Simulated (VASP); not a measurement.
# B (P6/mmm) in VASP: further runs

The runs below take B through single point, with r2SCAN.

All numbers are computed with VASP 6.6.1; they aren't measurements. Logs are shortened: lines on timing, memory, paths and dates and some standing lists are left out, and cuts for length are marked.

## 1. The cell of the first run

Symmetry: P6/mmm, No. 191, hexagonal system. Conventional cell: a = 1.651 Å, b = 1.651 Å, c = 3.526 Å, α = 90.00°, β = 90.00°, γ = 120.00°. Within 2.2 Å of B (site symmetry 6/mmm) lie 6 B at 1.65 Å.

## 2. Single point, r2SCAN (strain -0.030 along x and y, -0.030 along z)

Contents of POSCAR:

```
B
1.0
    1.6513605685      0.0000000000      0.0000000000
   -0.8256802843      1.4301202032      0.0000000000
    0.0000000000      0.0000000000      3.5263601645
B
1
Direct
    0.0000000000      0.0000000000      0.0000000000
```

Contents of INCAR.step1:

```
  ALGO = Normal
  EDIFF = 1E-4
  ENCUT = 520
  GGA = PE
  ISMEAR = 0
  LASPH = True
  LCHARG = False
  LREAL = False
  LWAVE = True
  NBANDS = 8
  NELM = 80
  PREC = Accurate
  SIGMA = 0.15
```

Contents of INCAR.step2:

```
  ALGO = Normal
  EDIFF = 1E-6
  ENCUT = 520
  ISIF = 2
  ISMEAR = 0
  ISTART = 1
  LASPH = True
  LCHARG = False
  LMIXTAU = True
  LREAL = False
  LWAVE = False
  METAGGA = R2SCAN
  NBANDS = 8
  NELM = 80
  PREC = Accurate
  SIGMA = 0.15
```

Contents of KPOINTS:

```
k-points
0
Gamma
  30 30 14
```

Potentials or basis: VASP PAW PBE potentials, release 64 (B).

Run with:

```bash
$ cat potpaw_PBE.64/B/POTCAR > POTCAR
$ cp INCAR.step1 INCAR
$ mpirun -np 1 vasp_std > vasp.out
$ cp INCAR.step2 INCAR
$ mpirun -np 1 vasp_std > vasp.out
```

OUTCAR:

```text
EDIFF = 1E-6
   ENCUT = 520
   ISIF = 2
   ISMEAR = 0
   ISTART = 1
   LASPH = True
   LREAL = False
   METAGGA = R2SCAN
   NELM = 80
   PREC = Accurate

 ion  position               nearest neighbor table
   1  0.000  0.000  0.000-

  LATTYP: Found a hexagonal cell.
 ALAT       =     1.6513605685
 C/A-ratio  =     2.1354271331

  Lattice vectors:

 A1 = (   1.6513605685,   0.0000000000,   0.0000000000)
 A2 = (  -0.8256802843,   1.4301202032,   0.0000000000)
 A3 = (   0.0000000000,   0.0000000000,   3.5263601645)

Analysis of symmetry for initial positions (statically):
=====================================================================
 Subroutine PRICEL returns:
 Original cell was already a primitive cell.

 Routine SETGRP: Setting up the symmetry group for a
 hexagonal supercell.

 Subroutine GETGRP returns: Found 24 space group operations
 (whereof 24 operations were pure point group operations)
 out of a pool of 24 trial point group operations.

The static configuration has the point symmetry D_6h.

Analysis of symmetry for dynamics (positions and initial velocities):
=====================================================================
 Subroutine PRICEL returns:
 Original cell was already a primitive cell.

 Routine SETGRP: Setting up the symmetry group for a
 hexagonal supercell.

 Subroutine GETGRP returns: Found 24 space group operations
 (whereof 24 operations were pure point group operations)
 out of a pool of 24 trial point group operations.

The dynamic configuration has the point symmetry D_6h.

 Subroutine INISYM returns: Found 24 space group operations
 (whereof 24 operations are pure point group operations),
 and found     1 'primitive' translations

----------------------------------------------------------------------------------------

                                     Primitive cell

  volume of cell :       8.3280

  direct lattice vectors                    reciprocal lattice vectors
     1.651360568  0.000000000  0.000000000     0.605561268  0.349620961  0.000000000
    -0.825680284  1.430120203  0.000000000     0.000000000  0.699241922  0.000000000
     0.000000000  0.000000000  3.526360164     0.000000000  0.000000000  0.283578521

  length of vectors
     1.651360568  1.651360569  3.526360164     0.699241922  0.699241922  0.283578521

  position of ions in fractional coordinates (direct lattice)
     0.000000000  0.000000000  0.000000000

  ion indices of the primitive-cell ions
   primitive index   ion index
                 1           1

----------------------------------------------------------------------------------------

 KPOINTS: k-points

Automatic generation of k-mesh.
 Grid dimensions read from file:
 generate k-points for:   30   30   14

 Generating k-lattice:

  Cartesian coordinates                     Fractional coordinates (reciprocal lattice)
     0.020185376  0.011654032  0.000000000     0.033333333  0.000000000  0.000000000
     0.000000000  0.023308064  0.000000000     0.000000000  0.033333333  0.000000000
     0.000000000  0.000000000  0.020255609     0.000000000  0.000000000  0.071428571

  Length of vectors
     0.023308064  0.023308064  0.020255609

  Shift w.r.t. Gamma in fractional coordinates (k-lattice)
     0.000000000  0.000000000  0.000000000

 Subroutine IBZKPT returns following result:
 ===========================================

 Found    728 irreducible k-points:

 Following reciprocal coordinates:
            Coordinates               Weight
  0.000000  0.000000  0.000000      1.000000
  0.033333 -0.000000  0.000000      6.000000
  0.066667  0.000000  0.000000      6.000000
  0.100000  0.000000  0.000000      6.000000
  0.133333 -0.000000  0.000000      6.000000
  0.166667 -0.000000  0.000000      6.000000
[... 16 lines left out ...]
  0.233333  0.033333  0.000000     12.000000
  0.266667  0.033333  0.000000     12.000000
 [... further k-points ...]
   k-points           NKPTS =    728   k-points in BZ     NKDIM =    728   number of bands    NBANDS=      8
   number of dos      NEDOS =    301   number of ions     NIONS =      1
   total plane-waves  NPLWV =   4032
   dimension x,y,z NGX =    12 NGY =   12 NGZ =   28
   dimension x,y,z NGXF=    24 NGYF=   24 NGZF=   56
   ions per type =               1
   NGX,Y,Z   is equivalent  to a cutoff of  12.08, 12.08, 13.20 a.u.
   NGXF,Y,Z  is equivalent  to a cutoff of  24.16, 24.16, 26.40 a.u.
 SYSTEM =  unknown system
   PREC   = accura    normal or accurate (medium, high low for compatibility)
   ISTART =      1    job   : 0-new  1-cont  2-samecut
   ICHARG =      0    charge: 1-file 2-atom 10-const
   ISPIN  =      1    spin polarized calculation?
   LNONCOLLINEAR =      F non collinear calculations
   LSORBIT =      F    spin-orbit coupling
   LASPH  =      T    aspherical Exc in radial PAW
   ENCUT  =  520.0 eV  38.22 Ry    6.18 a.u.   3.07  3.07  6.56*2*pi/ulx,y,z
   NELM   =     80;   NELMIN=  2; NELMDL=  0     # of ELM steps
   EDIFF  = 0.1E-05   stopping-criterion for ELM
   LREAL  =      F    real-space projection
   EDIFFG = 0.1E-04   stopping-criterion for IOM
   NSW    =      0    number of steps for IOM
   IBRION =     -1    ionic relax: 0-MD 1-quasi-New 2-CG
   NFREE  =      0    steps in history (QN), initial steepest desc. (CG)
   ISIF   =      2    stress and relaxation
   ISYM   =      2    0-nonsym 1-usesym 2-fastsym
   POTIM  = 0.5000    time-step for ionic-motion
   TEBEG  =    0.0;   TEEND  =   0.0 temperature during run
   PSTRESS=    0.0 pullay stress
   NELECT =       3.0000    total number of electrons
   NUPDOWN=      -1.0000    fix difference up-down
   EMIN   =  10.00;   EMAX   =-10.00  energy-range for DOS
   EFERMI =   0.00;   METHOD = LEGACY
   ISMEAR =     0;   SIGMA  =   0.15  broadening in eV -4-tet -1-fermi 0-gaus
   EFERMI_NEDOS =   21; number of points for ismear=-14 and -15
   IALGO  =     38    algorithm
   IMIX   =      4    mixing-type and parameters
     AMIX     =   0.40;   BMIX     =  1.00
     AMIX_MAG =   1.60;   BMIX_MAG =  1.00
  volume/ion in A,a.u.               =       8.33        56.20
  Fermi-wavevector in a.u.,A,eV,Ry     =   1.164845  2.201238 18.461260  1.356864
  Thomas-Fermi vector in A             =   2.301378
   LORBIT       =      0    0 simple, 1 ext, 2 COOP (PROOUT), +10 PAW based schemes
   METAGGA = R2SCAN    functional components
   LHFCALC =     F    Hartree Fock is set to
   AEXX    =    0.0000 exact exchange contribution
   IVDW    =     0    specifies the selected vdW correction
   LEPSILON=     F    determine dielectric tensor
   LRPA    =     F    only Hartree local field effects (RPA)
 non-spin polarized calculation
 Gauss-broadening in eV      SIGMA  =   0.15
  energy-cutoff  :      520.00
  volume of cell :        8.33
 maximum number of plane-waves:       243
   NGX =  7   NGY =  7   NGZ = 13

 number of electron       3.0000000 magnetization

 Free energy of the ion-electron system (eV)
  ---------------------------------------------------
  ext. energy  EPLUGINS =         0.00000000
  ---------------------------------------------------
  free energy    TOTEN  =        -6.55015942 eV

  energy without entropy =       -6.54908190  energy(sigma->0) =       -6.54962066

 E-fermi :   6.2348     XC(G=0): -11.1459

 val. band max:        6.2336052218   @ k =   0.3667   0.0000   0.4286
 cond. band min:       6.2566597723   @ k =   0.3000   0.0667   0.1429
 fundamental gap:      0.0230545505
 Fermi energy:         6.2347828545

 k-point     1 :       0.0000    0.0000    0.0000
  band No.  band energies     occupation
      1     -13.0025      2.00000
      2      -1.6365      2.00000
      3       8.6173      0.00000
      4      35.1613      0.00000
      5      35.1613      0.00000
      6      35.2935      0.00000
      7      41.2961      0.00000
      8      57.2288      0.00000

 k-point     2 :       0.0333   -0.0000    0.0000
  band No.  band energies     occupation
      1     -12.9451      2.00000
      2      -1.5536      2.00000
      3       8.6860      0.00000
      4      34.7964      0.00000
      5      34.9547      0.00000
      6      35.3587      0.00000
      7      41.5171      0.00000
      8      55.5146      0.00000

 k-point     3 :       0.0667    0.0000    0.0000
  band No.  band energies     occupation
      1     -12.7732      2.00000
      2      -1.3045      2.00000
      3       8.8920      0.00000
      4      33.7927      0.00000
      5      34.3760      0.00000
      6      35.5515      0.00000
      7      42.0568      0.00000
      8      53.0782      0.00000

 k-point     4 :       0.1000    0.0000    0.0000
  band No.  band energies     occupation
      1     -12.4872      2.00000
      2      -0.8899      2.00000
      3       9.2341      0.00000
      4      32.2970      0.00000
      5      33.5235      0.00000
      6      35.8623      0.00000
      7      42.6768      0.00000
      8      51.1689      0.00000

 k-point     5 :       0.1333   -0.0000    0.0000
  band No.  band energies     occupation
      1     -12.0883      2.00000
      2      -0.3102      2.00000
      3       9.7090      0.00000
      4      30.4171      0.00000
      5      32.5071      0.00000
      6      36.2706      0.00000
      7      43.1566      0.00000
      8      50.0655      0.00000

 k-point     6 :       0.1667   -0.0000    0.0000
  band No.  band energies     occupation
      1     -11.5784      2.00000
      2       0.4329      2.00000
      3      10.3103      0.00000
      4      28.2575      0.00000
      5      31.4198      0.00000
      6      36.7320      0.00000
      7      43.3732      0.00000
      8      49.8318      0.00000

 k-point     7 :       0.2000    0.0000    0.0000
  band No.  band energies     occupation
      1     -10.9600      2.00000
      2       1.3380      2.00000
      3      11.0241      0.00000
      4      25.9409      0.00000
      5      30.3300      0.00000
      6      37.1452      0.00000
      7      43.4006      0.00000
      8      49.5018      0.00000
[... 133 lines left out ...]
 k-point    20 :       0.1333    0.0333    0.0000
  band No.  band energies     occupation
      1     -11.8043      2.00000
      2       0.1028      2.00000
      3      10.0456      0.00000
      4      29.3531      0.00000
      5      31.6021      0.00000
      6      36.5394      0.00000
      7      43.5555      0.00000
      8      49.7062      0.00000

 k-point    21 :       0.1667    0.0333    0.0000
  band No.  band energies     occupation
      1     -11.2398      2.00000
      2       0.9271      2.00000
      3      10.7061      0.00000
      4      27.0882      0.00000
      5      30.5228      0.00000
      6      36.9898      0.00000
      7      43.7218      0.00000
      8      49.8581      0.00000

 k-point    22 :       0.2000    0.0333    0.0000
  band No.  band energies     occupation
      1     -10.5686      2.00000
      2       1.9119      2.00000
      3      11.4669      0.00000
      4      24.7275      0.00000
      5      29.4791      0.00000
      6      37.2924      0.00000
      7      43.7527      0.00000
      8      48.0032      0.00000

 k-point    23 :       0.2333    0.0333    0.0000
  band No.  band energies     occupation
      1      -9.7964      2.00000
      2       3.0543      2.00000
      3      12.2767      0.00000
      4      22.4257      0.00000
      5      28.5014      0.00000
      6      37.0687      0.00000
      7      43.7991      0.00000
      8      45.5666      0.00000

 k-point    24 :       0.2667    0.0333    0.0000
  band No.  band energies     occupation
      1      -8.9316      2.00000
      2       4.3488      2.00000
      3      12.9947      0.00000
      4      20.4031      0.00000
      5      27.6122      0.00000
      6      35.7862      0.00000
      7      43.9273      0.00000
      8      44.4351      0.00000

 [... further k-points ...]

------------------------ aborting loop because EDIFF is reached ----------------------------------------

  FORCE on cell =-STRESS in cart. coord.  units (eV):
  Direction    XX          YY          ZZ          XY          YZ          ZX
  --------------------------------------------------------------------------------------
  -------------------------------------------------------------------------------------
  Total        1.6660575      1.6660575      0.0701815     -0.0000000     -0.0000000     -0.0000000
  in kB      320.5231898    320.5231898     13.5018121     -0.0000000     -0.0000000     -0.0000000
  external PRESSURE =     218.1827306 kB  Pullay stress =       0.0000000 kB

 VOLUME and BASIS-vectors are now :
 -----------------------------------------------------------------------------
  energy-cutoff  :      520.00
  volume of cell :        8.33
      direct lattice vectors                 reciprocal lattice vectors
     1.651360568  0.000000000  0.000000000     0.605561268  0.349620961  0.000000000
    -0.825680284  1.430120203  0.000000000     0.000000000  0.699241922  0.000000000
     0.000000000  0.000000000  3.526360164     0.000000000  0.000000000  0.283578521

 POSITION                                       TOTAL-FORCE (eV/Angst)
 -----------------------------------------------------------------------------------
      0.00000      0.00000      0.00000        -0.000000      0.000000      0.000000
 -----------------------------------------------------------------------------------
    total drift:                               -0.000000     -0.000000     -0.000000

  FREE ENERGIE OF THE ION-ELECTRON SYSTEM (eV)
  ---------------------------------------------------
  free  energy   TOTEN  =        -6.5501594164 eV

  energy  without entropy=       -6.5490819037  energy(sigma->0) =       -6.54962066
```

Wall time 61 s (1 thread of Intel Xeon Platinum 8488C (Sapphire Rapids), shared host); peak memory 0.14 GiB.

What came out:

| Quantity | Value |
| --- | --- |
| Free energy | -6.5502 eV |
| Pressure | 21.8 GPa |

Levels at points of the mesh, in eV from the Fermi level:
```csv
k point,band 1,band 2,band 3,band 4,band 5
"(0.00, 0.00, 0.00)",-19.24,-7.87,2.38,28.93,28.93
"(0.50, 0.00, 0.00)",-9.99,1.58,7.32,15.52,18.70
"(0.00, 0.00, 0.50)",-18.86,-10.02,10.04,14.82,28.94
"(0.50, 0.00, 0.50)",-9.90,2.11,5.99,12.03,18.73
```

Caveat: the cell differs from its parent crystal (strain -0.030 along x and y, -0.030 along z); the PAW data sets were made with another functional, which shifts forces and pressure a little.

## 3. Single point, r2SCAN (strain -0.015 along x and y, +0.030 along z)

Contents of POSCAR:

```
B
1.0
    1.6768970722      0.0000000000      0.0000000000
   -0.8384485361      1.4522354640      0.0000000000
    0.0000000000      0.0000000000      3.7444855355
B
1
Direct
    0.0000000000      0.0000000000      0.0000000000
```

Contents of INCAR.step1:

```
PREC = Accurate
ENCUT = 520
ISMEAR = 0
SIGMA = 0.15
LREAL = F
LASPH = T
NELM = 80
NBANDS = 8
GGA = PE
ALGO = Normal
EDIFF = 1E-4
LWAVE = T
LCHARG = F
```

Contents of INCAR.step2:

```
PREC = Accurate
ENCUT = 520
EDIFF = 1E-6
ISMEAR = 0
SIGMA = 0.15
LREAL = F
LASPH = T
NELM = 80
ALGO = Normal
ISIF = 2
LWAVE = F
LCHARG = F
METAGGA = R2SCAN
LMIXTAU = T
NBANDS = 8
ISTART = 1
```

Contents of KPOINTS:

```
Automatic mesh
0
Gamma
  30 30 14
```

Potentials or basis: VASP PAW PBE potentials, release 64 (B).

Run with:

```bash
$ cat potpaw_PBE.64/B/POTCAR > POTCAR
$ cp INCAR.step1 INCAR
$ mpirun -np 1 vasp_std > vasp.out
$ cp INCAR.step2 INCAR
$ mpirun -np 1 vasp_std > vasp.out
```

Wall time 66 s (1 thread of Intel Xeon Platinum 8488C (Sapphire Rapids), shared host); peak memory 0.15 GiB.

It converged, with:

- Free energy: -6.5898 eV
- Pressure: 9.6 GPa

Stress tensor (GPa, compression positive):
```
14.82  0.00  0.00
 0.00 14.82  0.00
 0.00  0.00 -0.77
```

Levels at points of the mesh, in eV from the Fermi level:
```tsv
k point	band 1	band 2	band 3	band 4	band 5	band 6	band 7
(0.00, 0.00, 0.00)	-18.84	-7.85	2.15	25.43	27.72	27.72	30.87
(0.50, 0.00, 0.00)	-9.73	1.33	6.87	14.83	17.92	19.04	20.71
(0.00, 0.00, 0.50)	-18.60	-9.45	8.65	12.90	27.73	27.73	46.16
(0.50, 0.00, 0.50)	-9.67	1.67	5.93	12.06	17.93	24.56	29.12
```

Caveat: the cell differs from its parent crystal (strain -0.015 along x and y, +0.030 along z); the PAW data sets were made with another functional, which shifts forces and pressure a little.
